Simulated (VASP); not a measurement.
# PtSe2 (P-3m1) in VASP: a series of runs

Runs on PtSe2. Level: LDA. Tasks: single point, relaxation of cell and atoms.

Program: VASP 6.6.1. These are calculated values, not measurements. Logs are shortened: lines on timing, memory, paths and dates and some standing lists are left out, and cuts for length are marked.

**1. The cell of the first run**

Symmetry: P-3m1, No. 164, trigonal system. Conventional cell: a = 3.743 Å, b = 3.743 Å, c = 4.761 Å, α = 90.00°, β = 90.00°, γ = 120.00°. Pt (site symmetry -3m) has 6 Se at 2.50 Å within 3.3 Å. Within 3.4 Å of Se (site symmetry 3m) lie 3 Pt at 2.50 Å and 6 Se at 3.11 to 3.32 Å.

**2. Single point, LDA**

INCAR reads:

```
PREC = Accurate ; ENCUT = 520
EDIFF = 1E-6 ; ISMEAR = -1
SIGMA = 0.1 ; LREAL = F
LASPH = T ; NELM = 60
ALGO = Normal ; ISIF = 2
LWAVE = F ; LCHARG = T
GGA = CA ; LELF = T
LVHAR = T ; NBANDS = 18
```

KPOINTS reads:

```
regular mesh
0
Gamma
  10 10 6
```

POSCAR reads:

```
PtSe2
1.0
    3.7427146170      0.0000000000      0.0000000000
   -1.8713573085      3.2412859375      0.0000000000
    0.0000000000      0.0000000000      4.7606813338
Pt Se
1 2
Direct
    0.0000000000      0.0000000000      0.0000000000
    0.3333333333      0.6666666667      0.2644564489
    0.6666666667      0.3333333333      0.7355435511
```

Potentials or basis: VASP PAW LDA potentials, release 64 (Pt, Se).

Launch:

```sh
cat potpaw_LDA.64/Pt/POTCAR potpaw_LDA.64/Se/POTCAR > POTCAR
mpirun -np 1 vasp_std > vasp.out
```

OUTCAR:

```text
PREC = Accurate
   ENCUT = 520
   EDIFF = 1E-6
   ISMEAR = -1
   LREAL = F
   LASPH = T
   NELM = 60
   ISIF = 2
   GGA = CA

 ion  position               nearest neighbor table
   1  0.000  0.000  0.000-   2 2.50   3 2.50   3 2.50   2 2.50   3 2.50   2 2.50
   2  0.333  0.667  0.264-   1 2.50   1 2.50   1 2.50
   3  0.667  0.333  0.736-   1 2.50   1 2.50   1 2.50

  LATTYP: Found a hexagonal cell.
 ALAT       =     3.7427146170
 C/A-ratio  =     1.2719861974

  Lattice vectors:

 A1 = (   3.7427146170,   0.0000000000,   0.0000000000)
 A2 = (  -1.8713573085,   3.2412859375,   0.0000000000)
 A3 = (   0.0000000000,   0.0000000000,   4.7606813338)

Analysis of symmetry for initial positions (statically):
=====================================================================
 Subroutine PRICEL returns:
 Original cell was already a primitive cell.

 Routine SETGRP: Setting up the symmetry group for a
 hexagonal supercell.

 Subroutine GETGRP returns: Found 12 space group operations
 (whereof 12 operations were pure point group operations)
 out of a pool of 24 trial point group operations.

The static configuration has the point symmetry D_3d.

Analysis of symmetry for dynamics (positions and initial velocities):
=====================================================================
 Subroutine PRICEL returns:
 Original cell was already a primitive cell.

 Routine SETGRP: Setting up the symmetry group for a
 hexagonal supercell.

 Subroutine GETGRP returns: Found 12 space group operations
 (whereof 12 operations were pure point group operations)
 out of a pool of 24 trial point group operations.

The dynamic configuration has the point symmetry D_3d.

 Subroutine INISYM returns: Found 12 space group operations
 (whereof 12 operations are pure point group operations),
 and found     1 'primitive' translations

----------------------------------------------------------------------------------------

                                     Primitive cell

  volume of cell :      57.7528

  direct lattice vectors                    reciprocal lattice vectors
     3.742714617  0.000000000  0.000000000     0.267185747  0.154259763  0.000000000
    -1.871357308  3.241285937  0.000000000     0.000000000  0.308519526  0.000000000
     0.000000000  0.000000000  4.760681334     0.000000000  0.000000000  0.210053967

  length of vectors
     3.742714617  3.742714617  4.760681334     0.308519526  0.308519526  0.210053967

  position of ions in fractional coordinates (direct lattice)
     0.000000000  0.000000000  0.000000000
     0.333333333  0.666666667  0.264456449
     0.666666667  0.333333333  0.735543551

  ion indices of the primitive-cell ions
   primitive index   ion index
                 1           1
                 2           2
                 3           3

----------------------------------------------------------------------------------------

 KPOINTS: regular mesh

Automatic generation of k-mesh.
 Grid dimensions read from file:
 generate k-points for:   10   10    6

 Generating k-lattice:

  Cartesian coordinates                     Fractional coordinates (reciprocal lattice)
     0.026718575  0.015425976  0.000000000     0.100000000 -0.000000000  0.000000000
     0.000000000  0.030851953  0.000000000     0.000000000  0.100000000  0.000000000
     0.000000000  0.000000000  0.035008995     0.000000000  0.000000000  0.166666667

  Length of vectors
     0.030851953  0.030851953  0.035008995

  Shift w.r.t. Gamma in fractional coordinates (k-lattice)
     0.000000000  0.000000000  0.000000000

 Subroutine IBZKPT returns following result:
 ===========================================

 Found     72 irreducible k-points:

 Following reciprocal coordinates:
            Coordinates               Weight
  0.000000  0.000000  0.000000      1.000000
  0.100000  0.000000  0.000000      6.000000
  0.200000  0.000000  0.000000      6.000000
  0.300000 -0.000000  0.000000      6.000000
  0.400000 -0.000000  0.000000      6.000000
  0.500000 -0.000000  0.000000      3.000000
[... 16 lines left out ...]
  0.000000  0.400000  0.166667      6.000000
  0.500000 -0.000000  0.166667      6.000000
 [... further k-points ...]
   k-points           NKPTS =     72   k-points in BZ     NKDIM =     72   number of bands    NBANDS=     18
   number of dos      NEDOS =    301   number of ions     NIONS =      3
   total plane-waves  NPLWV =  28224
   dimension x,y,z NGX =    28 NGY =   28 NGZ =   36
   dimension x,y,z NGXF=    56 NGYF=   56 NGZF=   72
   ions per type =               1   2
   NGX,Y,Z   is equivalent  to a cutoff of  12.44, 12.44, 12.57 a.u.
   NGXF,Y,Z  is equivalent  to a cutoff of  24.87, 24.87, 25.14 a.u.
 SYSTEM =  unknown system
   PREC   = accura    normal or accurate (medium, high low for compatibility)
   ISTART =      0    job   : 0-new  1-cont  2-samecut
   ICHARG =      2    charge: 1-file 2-atom 10-const
   ISPIN  =      1    spin polarized calculation?
   LNONCOLLINEAR =      F non collinear calculations
   LSORBIT =      F    spin-orbit coupling
   LASPH  =      T    aspherical Exc in radial PAW
   ENCUT  =  520.0 eV  38.22 Ry    6.18 a.u.   6.96  6.96  8.85*2*pi/ulx,y,z
   NELM   =     60;   NELMIN=  2; NELMDL= -5     # of ELM steps
   EDIFF  = 0.1E-05   stopping-criterion for ELM
   LREAL  =      F    real-space projection
   EDIFFG = 0.1E-04   stopping-criterion for IOM
   NSW    =      0    number of steps for IOM
   IBRION =     -1    ionic relax: 0-MD 1-quasi-New 2-CG
   NFREE  =      0    steps in history (QN), initial steepest desc. (CG)
   ISIF   =      2    stress and relaxation
   ISYM   =      2    0-nonsym 1-usesym 2-fastsym
   POTIM  = 0.5000    time-step for ionic-motion
   TEBEG  =    0.0;   TEEND  =   0.0 temperature during run
   PSTRESS=    0.0 pullay stress
   NELECT =      22.0000    total number of electrons
   NUPDOWN=      -1.0000    fix difference up-down
   EMIN   =  10.00;   EMAX   =-10.00  energy-range for DOS
   EFERMI =   0.00;   METHOD = LEGACY
   ISMEAR =    -1;   SIGMA  =   0.10  broadening in eV -4-tet -1-fermi 0-gaus
   EFERMI_NEDOS =   21; number of points for ismear=-14 and -15
   IALGO  =     38    algorithm
   IMIX   =      4    mixing-type and parameters
     AMIX     =   0.40;   BMIX     =  1.00
     AMIX_MAG =   1.60;   BMIX_MAG =  1.00
  volume/ion in A,a.u.               =      19.25       129.91
  Fermi-wavevector in a.u.,A,eV,Ry     =   1.186747  2.242626 19.162003  1.408368
  Thomas-Fermi vector in A             =   2.322913
   LORBIT       =      0    0 simple, 1 ext, 2 COOP (PROOUT), +10 PAW based schemes
   GGA     = CA    functional components
   LHFCALC =     F    Hartree Fock is set to
   AEXX    =    0.0000 exact exchange contribution
   IVDW    =     0    specifies the selected vdW correction
   LEPSILON=     F    determine dielectric tensor
   LRPA    =     F    only Hartree local field effects (RPA)
 non-spin polarized calculation
  energy-cutoff  :      520.00
  volume of cell :       57.75
 maximum number of plane-waves:      1572
   NGX = 13   NGY = 13   NGZ = 17

 number of electron      21.9999998 magnetization

 Free energy of the ion-electron system (eV)
  ---------------------------------------------------
  ext. energy  EPLUGINS =         0.00000000
  ---------------------------------------------------
  free energy    TOTEN  =       -17.10487962 eV

  energy without entropy =      -17.07905132  energy(sigma->0) =      -17.09196547

 E-fermi :   7.0476     XC(G=0): -11.2049

 val. band max:        6.9386071506   @ k =   0.0000   0.2000   0.3333
 cond. band min:       7.0691945241   @ k =  -0.1000   0.4000   0.1667
 fundamental gap:      0.1305873735
 Fermi energy:         7.0475924354

 k-point     1 :       0.0000    0.0000    0.0000
  band No.  band energies     occupation
      1      -8.8417      2.00000
      2      -5.5401      2.00000
      3      -0.2558      2.00000
      4       0.6003      2.00000
      5       0.6003      2.00000
      6       3.1612      2.00000
[... 10 lines left out ...]
     17      14.3005      0.00000
     18      18.8018      0.00000

 k-point     2 :       0.1000    0.0000    0.0000
  band No.  band energies     occupation
      1      -8.7292      2.00000
      2      -5.6128      2.00000
      3      -0.1175      2.00000
      4       0.6738      2.00000
      5       0.7172      2.00000
      6       3.0038      2.00000
[... 10 lines left out ...]
     17      14.6380      0.00000
     18      17.3449      0.00000

 k-point     3 :       0.2000    0.0000    0.0000
  band No.  band energies     occupation
      1      -8.4066      2.00000
      2      -5.8060      2.00000
      3       0.2698      2.00000
      4       0.8738      2.00000
      5       1.0318      2.00000
      6       2.3617      2.00000
[... 10 lines left out ...]
     17      15.3291      0.00000
     18      15.8498      0.00000

 k-point     4 :       0.3000   -0.0000    0.0000
  band No.  band energies     occupation
      1      -7.9223      2.00000
      2      -6.0726      2.00000
      3       0.7077      2.00000
      4       1.1281      2.00000
      5       1.1285      2.00000
      6       1.8169      2.00000
[... 10 lines left out ...]
     17      15.0394      0.00000
     18      15.4047      0.00000

 k-point     5 :       0.4000   -0.0000    0.0000
  band No.  band energies     occupation
      1      -7.3686      2.00000
      2      -6.3916      2.00000
      3       0.0837      2.00000
      4       1.3172      2.00000
      5       1.4957      2.00000
      6       2.4692      2.00000
[... 10 lines left out ...]
     17      14.4775      0.00000
     18      16.7741      0.00000

 k-point     6 :       0.5000   -0.0000    0.0000
  band No.  band energies     occupation
      1      -6.9581      2.00000
      2      -6.6946      2.00000
      3      -0.2590      2.00000
      4       1.3758      2.00000
      5       1.7746      2.00000
      6       3.0818      2.00000
[... 10 lines left out ...]
     17      14.2672      0.00000
     18      18.3173      0.00000

 k-point     7 :       0.1000    0.1000    0.0000
  band No.  band energies     occupation
      1      -8.5116      2.00000
      2      -5.7445      2.00000
      3       0.1440      2.00000
      4       0.8184      2.00000
      5       0.9274      2.00000
      6       2.7365      2.00000
[... 10 lines left out ...]
     17      15.3543      0.00000
     18      15.9923      0.00000

 k-point     8 :       0.2000    0.1000    0.0000
  band No.  band energies     occupation
      1      -8.1076      2.00000
      2      -5.9664      2.00000
      3       0.5884      2.00000
      4       1.0670      2.00000
      5       1.2408      2.00000
      6       1.8670      2.00000
[... 10 lines left out ...]
     17      14.9950      0.00000
     18      16.1006      0.00000
[... 229 lines left out ...]
     17      15.6972      0.00000
     18      16.3153      0.00000

 k-point    20 :       0.3000   -0.0000    0.1667
  band No.  band energies     occupation
      1      -7.7773      2.00000
      2      -6.2957      2.00000
      3       0.6499      2.00000
      4       1.2122      2.00000
      5       1.3122      2.00000
      6       2.1290      2.00000
[... 10 lines left out ...]
     17      14.9527      0.00000
     18      16.0483      0.00000

 k-point    21 :       0.0000    0.3000    0.1667
  band No.  band energies     occupation
      1      -7.8516      2.00000
      2      -6.1238      2.00000
      3       0.0982      2.00000
      4       1.0000      2.00000
      5       1.0301      2.00000
      6       2.1464      2.00000
[... 10 lines left out ...]
     17      15.8286      0.00000
     18      17.0852      0.00000

 k-point    22 :       0.4000   -0.0000    0.1667
  band No.  band energies     occupation
      1      -7.2136      2.00000
      2      -6.5650      2.00000
      3       0.1415      2.00000
      4       1.3114      2.00000
      5       1.6431      2.00000
      6       2.2256      2.00000
[... 10 lines left out ...]
     17      15.5517      0.00000
     18      16.7367      0.00000

 k-point    23 :       0.0000    0.4000    0.1667
  band No.  band energies     occupation
      1      -7.3772      2.00000
      2      -6.3057      2.00000
      3      -0.2529      2.00000
      4       0.9289      2.00000
      5       1.1563      2.00000
      6       2.7973      2.00000
[... 10 lines left out ...]
     17      16.0104      0.00000
     18      17.0827      0.00000

 k-point    24 :       0.5000   -0.0000    0.1667
  band No.  band energies     occupation
      1      -6.9828      2.00000
      2      -6.6202      2.00000
      3      -0.3586      2.00000
      4       1.2613      2.00000
      5       1.3832      2.00000
      6       2.9080      2.00000
[... 10 lines left out ...]
     17      15.7876      0.00000
     18      17.7304      0.00000

 [... further k-points ...]

------------------------ aborting loop because EDIFF is reached ----------------------------------------

  FORCE on cell =-STRESS in cart. coord.  units (eV):
  Direction    XX          YY          ZZ          XY          YZ          ZX
  --------------------------------------------------------------------------------------
  -------------------------------------------------------------------------------------
  Total        0.1758651      0.1758651      0.1041078      0.0000000      0.0000000      0.0000000
  in kB        4.8788461      4.8788461      2.8881562      0.0000000      0.0000000      0.0000000
  external PRESSURE =       4.2152828 kB  Pullay stress =       0.0000000 kB

 VOLUME and BASIS-vectors are now :
 -----------------------------------------------------------------------------
  energy-cutoff  :      520.00
  volume of cell :       57.75
      direct lattice vectors                 reciprocal lattice vectors
     3.742714617  0.000000000  0.000000000     0.267185747  0.154259763  0.000000000
    -1.871357308  3.241285937  0.000000000     0.000000000  0.308519526  0.000000000
     0.000000000  0.000000000  4.760681334     0.000000000  0.000000000  0.210053967

 POSITION                                       TOTAL-FORCE (eV/Angst)
 -----------------------------------------------------------------------------------
      0.00000      0.00000      0.00000         0.000000      0.000000     -0.000000
     -0.00000      2.16086      1.25899         0.000000      0.000000      0.050080
      1.87136      1.08043      3.50169        -0.000000     -0.000000     -0.050080
 -----------------------------------------------------------------------------------
    total drift:                                0.000000     -0.000000     -0.000000

  FREE ENERGIE OF THE ION-ELECTRON SYSTEM (eV)
  ---------------------------------------------------
  free  energy   TOTEN  =       -17.1048796201 eV

  energy  without entropy=      -17.0790513157  energy(sigma->0) =      -17.09196547
```

Wall time 73 s (1 thread of Intel Xeon 8259CL, shared host); peak memory 0.2 GiB.

What came out:

| Quantity | Value |
| --- | --- |
| Free energy | -17.1049 eV |
| Pressure | 0.4 GPa |
| Largest force | 0.050 eV/Å |
| Band gap on the k mesh | zero (bands 11 and 12 overlap by 0.86 eV) |

Forces on the atoms (eV/Å):
```
Pt   0.000  0.000  0.000
Se   0.000  0.000  0.050
Se   0.000  0.000 -0.050
```

Stress tensor (GPa, compression positive):
```
0.49 0.00 0.00
0.00 0.49 0.00
0.00 0.00 0.29
```

Caveat: spin-orbit coupling is left out, which moves the levels of the heavy elements.

(Continued in part 2 of 2.)
